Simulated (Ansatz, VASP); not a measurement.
**GaN: VASP beside Ansatz**

INCAR

```
PREC = Accurate
ENCUT = 520
EDIFF = 1E-6
ISMEAR = 0
SIGMA = 0.05
LREAL = F
LASPH = T
NELM = 80
ALGO = Normal
ISIF = 2
LWAVE = F
LCHARG = F
GGA = PE
NBANDS = 16
```

File KPOINTS:

```
Automatic mesh
0
Gamma
  10 10 10
```

Contents of POSCAR:

```
GaN
1.0
    0.0000000000      2.2535006075      2.2535006075
    2.2535006075      0.0000000000      2.2535006075
    2.2535006075      2.2535006075      0.0000000000
Ga N
1 1
Direct
   -0.0332815530     -0.0332815530      0.0332815530
    0.7500000000      0.7500000000      0.7500000000
```

Input for Ansatz:

```yaml
crystal:
  lattice:
    - [0.0, 2.2535006075, 2.2535006075]
    - [2.2535006075, 0.0, 2.2535006075]
    - [2.2535006075, 2.2535006075, 0.0]
  atoms:
    - { symbol: Ga, position: [-0.033281553, -0.033281553, 0.033281553] }
    - { symbol: "N", position: [0.75, 0.75, 0.75] }
basis:
  ecutwfc: 420
kpoints:
  mp_grid: { grid: [10, 10, 10] }
hamiltonian:
  xc: pbe
scf:
  occupations: { method: gaussian, width: 0.05 }
output:
  forces: true
  stress: true
  eigenvalues: true
```

Alike in both runs: task single point; functional PBE; k mesh 10 × 10 × 10; occupations gaussian, width 0.05 eV; no spin polarisation.

|  | VASP | Ansatz |
| --- | --- | --- |
| version | VASP 6.6.1 | Ansatz 0.2.0 |
| potentials or method | VASP PAW PBE potentials, release 64 (Ga_d, N), cutoff 520 eV | scalar-relativistic, plane waves, PAW |
| valence electrons in the cell | 18 | 18 |

|  | VASP | Ansatz | Ansatz less VASP |
| --- | --- | --- | --- |
| gap on the k mesh at the Fermi level (eV) | 1.51 | 1.50 | -0.005 |
| least direct gap on the mesh (eV) | 1.51 | 1.50 | -0.005 |
| pressure (GPa) | 7.2 | 7.3 | +0.02 |
| traceless stress, the component that is largest in VASP (GPa) | 9.03 | 9.25 | +0.225 |
| rms of the force components (eV/Å) | 1.030 | 1.046 | +0.0155 |

Atom by atom the forces differ by 0.015 eV/Å (rms over components).
